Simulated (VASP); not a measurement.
# SnO2 (P4_2/mnm) in VASP: a series of runs

SnO2 is run at these levels: PBEsol+D4; tasks: single point.

Program: VASP 6.6.1. These are calculated values, not measurements. Logs are shortened: lines on timing, memory, paths and dates and some standing lists are left out, and cuts for length are marked.

## (1) The cell of the first run

It takes space group P4_2/mnm (No. 136, tetragonal). The conventional cell has a = 4.738 Å, b = 4.738 Å, c = 3.187 Å, α = 90.00°, β = 90.00°, γ = 90.00°. Sn (site symmetry mmm) has 6 O at 2.05 to 2.06 Å within 2.7 Å. Within 2.7 Å of O (site symmetry m2m) lie 3 Sn at 2.05 to 2.06 Å and 1 O at 2.59 Å.

## (2) Single point, PBEsol+D4

Input file INCAR:

```
SYSTEM = SnO2
ALGO = Normal ; EDIFF = 1E-7
ENCUT = 520 ; GGA = PS
ISIF = 2 ; ISMEAR = 0
IVDW = 13 ; LASPH = .TRUE.
LCHARG = .TRUE. ; LELF = .TRUE.
LREAL = .FALSE. ; LVHAR = .TRUE.
LWAVE = .FALSE. ; NBANDS = 35
NELM = 80 ; PREC = Accurate
SIGMA = 0.01
```

Input file KPOINTS:

```
k-points
0
G
  4 4 4
  0 0 0
```

Input file POSCAR:

```
SnO2
1.0
    4.7380000000      0.0000000000      0.0000000000
    0.0000000000      4.7380000000      0.0000000000
    0.0000000000      0.0000000000      3.1865000000
Sn O
2 4
Direct
    0.0000000000      0.0000000000      0.0000000000
    0.5000000000      0.5000000000      0.5000000000
    0.3071000000      0.3071000000      0.0000000000
    0.1929000000      0.8071000000      0.5000000000
    0.6929000000      0.6929000000      0.0000000000
    0.8071000000      0.1929000000      0.5000000000
```

Potentials or basis: VASP PAW PBE potentials, release 64 (Sn_d, O).

Started as:

```sh
$ cat potpaw_PBE.64/Sn_d/POTCAR potpaw_PBE.64/O/POTCAR > POTCAR
$ mpirun -np 1 vasp_std > vasp.out
```

OUTCAR:

```text
SYSTEM = SnO2
   EDIFF = 1E-7
   ENCUT = 520
   GGA = PS
   ISIF = 2
   ISMEAR = 0
   IVDW = 13
   LASPH = .TRUE.
   LREAL = .FALSE.
   NELM = 80
   PREC = Accurate

 ion  position               nearest neighbor table
   1  0.000  0.000  0.000-   4 2.05   6 2.05   4 2.05   6 2.05   5 2.06   3 2.06   2 3.71   2 3.71
                             2 3.71   2 3.71   2 3.71   2 3.71   2 3.71   2 3.71
   2  0.500  0.500  0.500-   3 2.05   5 2.05   3 2.05   5 2.05   4 2.06   6 2.06   1 3.71   1 3.71
                             1 3.71   1 3.71   1 3.71   1 3.71   1 3.71   1 3.71
   3  0.307  0.307  0.000-   2 2.05   2 2.05   1 2.06
   4  0.193  0.807  0.500-   1 2.05   1 2.05   2 2.06
   5  0.693  0.693  0.000-   2 2.05   2 2.05   1 2.06
   6  0.807  0.193  0.500-   1 2.05   1 2.05   2 2.06

  LATTYP: Found a simple tetragonal cell.
 ALAT       =     4.7380000000
 C/A-ratio  =     0.6725411566

  Lattice vectors:

 A1 = (   4.7380000000,   0.0000000000,   0.0000000000)
 A2 = (   0.0000000000,   4.7380000000,   0.0000000000)
 A3 = (   0.0000000000,   0.0000000000,   3.1865000000)

Analysis of symmetry for initial positions (statically):
=====================================================================
 Subroutine PRICEL returns:
 Original cell was already a primitive cell.

 Routine SETGRP: Setting up the symmetry group for a
 simple tetragonal supercell.

 Subroutine GETGRP returns: Found 16 space group operations
 (whereof  8 operations were pure point group operations)
 out of a pool of 16 trial point group operations.

The static configuration has the point symmetry D_2h.
 The point group associated with its full space group is D_4h.

Analysis of symmetry for dynamics (positions and initial velocities):
=====================================================================
 Subroutine PRICEL returns:
 Original cell was already a primitive cell.

 Routine SETGRP: Setting up the symmetry group for a
 simple tetragonal supercell.

 Subroutine GETGRP returns: Found 16 space group operations
 (whereof  8 operations were pure point group operations)
 out of a pool of 16 trial point group operations.

The dynamic configuration has the point symmetry D_2h.
 The point group associated with its full space group is D_4h.

 Subroutine INISYM returns: Found 16 space group operations
 (whereof  8 operations are pure point group operations),
 and found     1 'primitive' translations

----------------------------------------------------------------------------------------

                                     Primitive cell

  volume of cell :      71.5326

  direct lattice vectors                    reciprocal lattice vectors
     4.738000000  0.000000000  0.000000000     0.211059519  0.000000000  0.000000000
     0.000000000  4.738000000  0.000000000     0.000000000  0.211059519  0.000000000
     0.000000000  0.000000000  3.186500000     0.000000000  0.000000000  0.313823945

  length of vectors
     4.738000000  4.738000000  3.186500000     0.211059519  0.211059519  0.313823945

  position of ions in fractional coordinates (direct lattice)
     0.000000000  0.000000000  0.000000000
     0.500000000  0.500000000  0.500000000
     0.307100000  0.307100000  0.000000000
     0.192900000  0.807100000  0.500000000
     0.692900000  0.692900000  0.000000000
     0.807100000  0.192900000  0.500000000

  ion indices of the primitive-cell ions
   primitive index   ion index
                 1           1
                 2           2
                 3           3
                 4           4
                 5           5
                 6           6

----------------------------------------------------------------------------------------

 KPOINTS: k-points

Automatic generation of k-mesh.
 Grid dimensions read from file:
 generate k-points for:    4    4    4

 Generating k-lattice:

  Cartesian coordinates                     Fractional coordinates (reciprocal lattice)
     0.052764880  0.000000000  0.000000000     0.250000000  0.000000000  0.000000000
     0.000000000  0.052764880  0.000000000     0.000000000  0.250000000  0.000000000
     0.000000000  0.000000000  0.078455986     0.000000000  0.000000000  0.250000000

  Length of vectors
     0.052764880  0.052764880  0.078455986

  Shift w.r.t. Gamma in fractional coordinates (k-lattice)
     0.000000000  0.000000000  0.000000000

 Subroutine IBZKPT returns following result:
 ===========================================

 Found     18 irreducible k-points:

 Following reciprocal coordinates:
            Coordinates               Weight
  0.000000  0.000000  0.000000      1.000000
  0.250000  0.000000  0.000000      4.000000
  0.500000  0.000000  0.000000      2.000000
  0.250000  0.250000  0.000000      4.000000
  0.500000  0.250000  0.000000      4.000000
  0.500000  0.500000  0.000000      1.000000
[... 10 lines left out ...]
  0.500000  0.250000  0.500000      4.000000
  0.500000  0.500000  0.500000      1.000000
   k-points           NKPTS =     18   k-points in BZ     NKDIM =     18   number of bands    NBANDS=     35
   number of dos      NEDOS =    301   number of ions     NIONS =      6
   total plane-waves  NPLWV =  31104
   dimension x,y,z NGX =    36 NGY =   36 NGZ =   24
   dimension x,y,z NGXF=    72 NGYF=   72 NGZF=   48
   ions per type =               2   4
   NGX,Y,Z   is equivalent  to a cutoff of  12.63, 12.63, 12.52 a.u.
   NGXF,Y,Z  is equivalent  to a cutoff of  25.26, 25.26, 25.04 a.u.
 SYSTEM =  SnO2
   PREC   = accura    normal or accurate (medium, high low for compatibility)
   ISTART =      0    job   : 0-new  1-cont  2-samecut
   ICHARG =      2    charge: 1-file 2-atom 10-const
   ISPIN  =      1    spin polarized calculation?
   LNONCOLLINEAR =      F non collinear calculations
   LSORBIT =      F    spin-orbit coupling
   LASPH  =      T    aspherical Exc in radial PAW
   ENCUT  =  520.0 eV  38.22 Ry    6.18 a.u.   8.81  8.81  5.92*2*pi/ulx,y,z
   NELM   =     80;   NELMIN=  2; NELMDL= -5     # of ELM steps
   EDIFF  = 0.1E-06   stopping-criterion for ELM
   LREAL  =      F    real-space projection
   EDIFFG = 0.1E-05   stopping-criterion for IOM
   NSW    =      0    number of steps for IOM
   IBRION =     -1    ionic relax: 0-MD 1-quasi-New 2-CG
   NFREE  =      0    steps in history (QN), initial steepest desc. (CG)
   ISIF   =      2    stress and relaxation
   ISYM   =      2    0-nonsym 1-usesym 2-fastsym
   POTIM  = 0.5000    time-step for ionic-motion
   TEBEG  =    0.0;   TEEND  =   0.0 temperature during run
   PSTRESS=    0.0 pullay stress
   NELECT =      52.0000    total number of electrons
   NUPDOWN=      -1.0000    fix difference up-down
   EMIN   =  10.00;   EMAX   =-10.00  energy-range for DOS
   EFERMI =   0.00;   METHOD = LEGACY
   ISMEAR =     0;   SIGMA  =   0.01  broadening in eV -4-tet -1-fermi 0-gaus
   EFERMI_NEDOS =   21; number of points for ismear=-14 and -15
   IALGO  =     38    algorithm
   IMIX   =      4    mixing-type and parameters
     AMIX     =   0.40;   BMIX     =  1.00
     AMIX_MAG =   1.60;   BMIX_MAG =  1.00
  volume/ion in A,a.u.               =      11.92        80.45
  Fermi-wavevector in a.u.,A,eV,Ry     =   1.472000  2.781677 29.480903  2.166785
  Thomas-Fermi vector in A             =   2.587068
   LORBIT       =      0    0 simple, 1 ext, 2 COOP (PROOUT), +10 PAW based schemes
   GGA     = PS    functional components
   LHFCALC =     F    Hartree Fock is set to
   AEXX    =    0.0000 exact exchange contribution
   IVDW    =    13    specifies the selected vdW correction
   LEPSILON=     F    determine dielectric tensor
   LRPA    =     F    only Hartree local field effects (RPA)
 non-spin polarized calculation
 Gauss-broadening in eV      SIGMA  =   0.01
  energy-cutoff  :      520.00
  volume of cell :       71.53
 maximum number of plane-waves:      1992
 NGX is ok and might be reduce to    36
   NGX = 17   NGY = 17   NGZ = 11

 number of electron      51.9999993 magnetization

 Free energy of the ion-electron system (eV)
  ---------------------------------------------------
  ext. energy  EPLUGINS =         0.00000000
  ---------------------------------------------------
  free energy    TOTEN  =       -39.62563943 eV

  energy without entropy =      -39.62563943  energy(sigma->0) =      -39.62563943

 E-fermi :   6.1380     XC(G=0): -11.5351

 val. band max:        6.0199180829   @ k =   0.0000   0.0000   0.0000
 cond. band min:       7.1958430847   @ k =   0.0000   0.0000   0.0000
 fundamental gap:      1.1759250018
 Fermi energy:         6.1380345699

 k-point     1 :       0.0000    0.0000    0.0000
  band No.  band energies     occupation
      1     -15.0180      2.00000
      2     -14.2411      2.00000
      3     -13.9382      2.00000
      4     -13.9167      2.00000
      5     -13.9167      2.00000
      6     -13.8346      2.00000
[... 27 lines left out ...]
     34      17.9896      0.00000
     35      18.4512      0.00000

 k-point     2 :       0.2500    0.0000    0.0000
  band No.  band energies     occupation
      1     -14.9220      2.00000
      2     -14.3524      2.00000
      3     -13.9385      2.00000
      4     -13.9129      2.00000
      5     -13.9127      2.00000
      6     -13.9039      2.00000
[... 27 lines left out ...]
     34      18.0177      0.00000
     35      18.3888      0.00000

 k-point     3 :       0.5000    0.0000    0.0000
  band No.  band energies     occupation
      1     -14.6588      2.00000
      2     -14.6588      2.00000
      3     -13.9370      2.00000
      4     -13.9370      2.00000
      5     -13.9088      2.00000
      6     -13.9088      2.00000
[... 27 lines left out ...]
     34      18.2982      0.00000
     35      18.5322      0.00000
[... 495 lines left out ...]
 k-point    17 :       0.5000    0.2500    0.5000
  band No.  band energies     occupation
      1     -14.8708      2.00000
      2     -14.8708      2.00000
      3     -14.0821      2.00000
      4     -14.0821      2.00000
      5     -13.7777      2.00000
      6     -13.7777      2.00000
[... 27 lines left out ...]
     34      17.4914      0.00000
     35      18.6687      0.00000

 k-point    18 :       0.5000    0.5000    0.5000
  band No.  band energies     occupation
      1     -14.7691      2.00000
      2     -14.7691      2.00000
      3     -14.2582      2.00000
      4     -14.2582      2.00000
      5     -13.7735      2.00000
      6     -13.7735      2.00000
[... 27 lines left out ...]
     34      17.0861      0.00000
     35      18.9995      0.00000

------------------------ aborting loop because EDIFF is reached ----------------------------------------

  DFT-D4 for vdW energy calculation

  Edisp (eV):   -0.92318

  FORCE on cell =-STRESS in cart. coord.  units (eV):
  Direction    XX          YY          ZZ          XY          YZ          ZX
  --------------------------------------------------------------------------------------
  -------------------------------------------------------------------------------------
  Total       1.13824     1.13824     2.21126     0.00000     0.00000     0.00000
  in kB      25.49417    25.49417    49.52757     0.00000     0.00000     0.00000
  external pressure =       33.51 kB  Pullay stress =        0.00 kB

 VOLUME and BASIS-vectors are now :
 -----------------------------------------------------------------------------
  energy-cutoff  :      520.00
  volume of cell :       71.53
      direct lattice vectors                 reciprocal lattice vectors
     4.738000000  0.000000000  0.000000000     0.211059519  0.000000000  0.000000000
     0.000000000  4.738000000  0.000000000     0.000000000  0.211059519  0.000000000
     0.000000000  0.000000000  3.186500000     0.000000000  0.000000000  0.313823945

 POSITION                                       TOTAL-FORCE (eV/Angst)
 -----------------------------------------------------------------------------------
      0.00000      0.00000      0.00000         0.000000     -0.000000     -0.000000
      2.36900      2.36900      1.59325         0.000000     -0.000000     -0.000000
      1.45504      1.45504      0.00000        -0.161109     -0.161109      0.000000
      0.91396      3.82404      1.59325         0.161109     -0.161109     -0.000000
      3.28296      3.28296      0.00000         0.161109      0.161109     -0.000000
      3.82404      0.91396      1.59325        -0.161109      0.161109     -0.000000
 -----------------------------------------------------------------------------------
    total drift:                               -0.000000      0.000000      0.000000

  FREE ENERGIE OF THE ION-ELECTRON SYSTEM (eV)
  ---------------------------------------------------
  free  energy   TOTEN  =       -40.5488159364 eV

  energy  without entropy=      -40.5488159364  energy(sigma->0) =      -40.54881594
```

It took 28 s on 1 thread of Intel Xeon Platinum 8488C (Sapphire Rapids), shared host; peak memory 0.19 GiB.

Results:

```
Free energy                : -40.5488 eV
Pressure                   : 3.4 GPa
Largest force              : 0.228 eV/Å
Band gap on the k mesh     : 1.18 eV
Dispersion energy per atom : -0.154 eV
```

Forces on the atoms (eV/Å):
```
Sn   0.000  0.000  0.000
Sn   0.000  0.000  0.000
O   -0.161 -0.161  0.000
O    0.161 -0.161  0.000
O    0.161  0.161  0.000
O   -0.161  0.161  0.000
```

Caveat: the k points lie up to 0.49 Å⁻¹ apart; the PAW data sets were made with another functional, which shifts forces and pressure a little; spin-orbit coupling is left out, which moves the levels of the heavy elements.

## (3) Single point, PBEsol+D4

Input file INCAR:

```
PREC     = Accurate       # precision mode
ENCUT    = 520            # plane-wave cutoff, eV
EDIFF    = 1E-7           # SCF threshold, eV
ISMEAR   = 0              # smearing method
SIGMA    = 0.01           # smearing width, eV
LREAL    = F              # projectors in reciprocal space
LASPH    = T              # aspherical terms in the spheres
NELM     = 100            # most SCF steps
ALGO     = Normal         # electronic algorithm
ISIF     = 2              # what is computed and relaxed
LWAVE    = F              # write WAVECAR
LCHARG   = F              # write CHGCAR
GGA      = PS             # functional
IVDW     = 13             # dispersion correction
NBANDS   = 35             # bands
```

Input file KPOINTS:

```
Automatic mesh
0
Gamma
  4 4 6
```

POSCAR is that of step 2.

Potentials or basis: VASP PAW PBE potentials, release 64 (Sn_d, O).

Started as:

```sh
$ cat potpaw_PBE.64/Sn_d/POTCAR potpaw_PBE.64/O/POTCAR > POTCAR
$ mpirun -np 1 vasp_std > vasp.out
```

OUTCAR:

```text
PREC = Accurate
   ENCUT = 520
   EDIFF = 1E-7
   ISMEAR = 0
   LREAL = F
   LASPH = T
   NELM = 100
   ISIF = 2
   GGA = PS
   IVDW = 13

 ion  position               nearest neighbor table
   1  0.000  0.000  0.000-   4 2.05   6 2.05   4 2.05   6 2.05   5 2.06   3 2.06   2 3.71   2 3.71
                             2 3.71   2 3.71   2 3.71   2 3.71   2 3.71   2 3.71
   2  0.500  0.500  0.500-   3 2.05   5 2.05   3 2.05   5 2.05   4 2.06   6 2.06   1 3.71   1 3.71
                             1 3.71   1 3.71   1 3.71   1 3.71   1 3.71   1 3.71
[... 1127 lines left out ...]
  -------------------------------------------------------------------------------------
  Total       1.17058     1.17058     2.15961     0.00000     0.00000     0.00000
  in kB      26.21846    26.21846    48.37061     0.00000     0.00000     0.00000
  external pressure =       33.60 kB  Pullay stress =        0.00 kB

 VOLUME and BASIS-vectors are now :
 -----------------------------------------------------------------------------
  energy-cutoff  :      520.00
  volume of cell :       71.53
      direct lattice vectors                 reciprocal lattice vectors
     4.738000000  0.000000000  0.000000000     0.211059519  0.000000000  0.000000000
     0.000000000  4.738000000  0.000000000     0.000000000  0.211059519  0.000000000
     0.000000000  0.000000000  3.186500000     0.000000000  0.000000000  0.313823945

 POSITION                                       TOTAL-FORCE (eV/Angst)
 -----------------------------------------------------------------------------------
      0.00000      0.00000      0.00000         0.000000      0.000000      0.000000
      2.36900      2.36900      1.59325         0.000000      0.000000      0.000000
      1.45504      1.45504      0.00000        -0.159221     -0.159221     -0.000000
      0.91396      3.82404      1.59325         0.159221     -0.159221     -0.000000
      3.28296      3.28296      0.00000         0.159221      0.159221      0.000000
      3.82404      0.91396      1.59325        -0.159221      0.159221      0.000000
 -----------------------------------------------------------------------------------
    total drift:                               -0.000000      0.000000      0.000000

  FREE ENERGIE OF THE ION-ELECTRON SYSTEM (eV)
  ---------------------------------------------------
  free  energy   TOTEN  =       -40.5580106495 eV

  energy  without entropy=      -40.5580106495  energy(sigma->0) =      -40.55801065
```

stdout:

```text
POSCAR found type information on POSCAR SnO
 POSCAR found :  2 types and       6 ions
 scaLAPACK will be used
 -----------------------------------------------------------------------------
|                                                                             |
|                                                                             |
|     You enforced a specific xc type in the INCAR file but a different       |
|     I HOPE YOU KNOW WHAT YOU ARE DOING!                                     |
|                                                                             |
 -----------------------------------------------------------------------------

 LDA part: xc-table for (Slater+PW92), standard interpolation
 POSCAR, INCAR and KPOINTS ok, starting setup
 FFT: planning ... GRIDC
 FFT: planning ... GRID_SOFT
 FFT: planning ... GRID
 WAVECAR not read
 entering main loop
```

It took 32 s on 1 thread of Intel Xeon Platinum 8488C (Sapphire Rapids), shared host; peak memory 0.19 GiB.

What came out:

- Free energy: -40.5580 eV
- Pressure: 3.4 GPa
- Largest force: 0.225 eV/Å
- Band gap on the k mesh: 1.18 eV
- Dispersion energy per atom: -0.154 eV

Forces on the atoms (eV/Å):
```
Sn   0.000  0.000  0.000
Sn   0.000  0.000  0.000
O   -0.159 -0.159  0.000
O    0.159 -0.159  0.000
O    0.159  0.159  0.000
O   -0.159  0.159  0.000
```

Caveat: the cell stands under pressure; the PAW data sets were made with another functional, which shifts forces and pressure a little; spin-orbit coupling is left out, which moves the levels of the heavy elements.
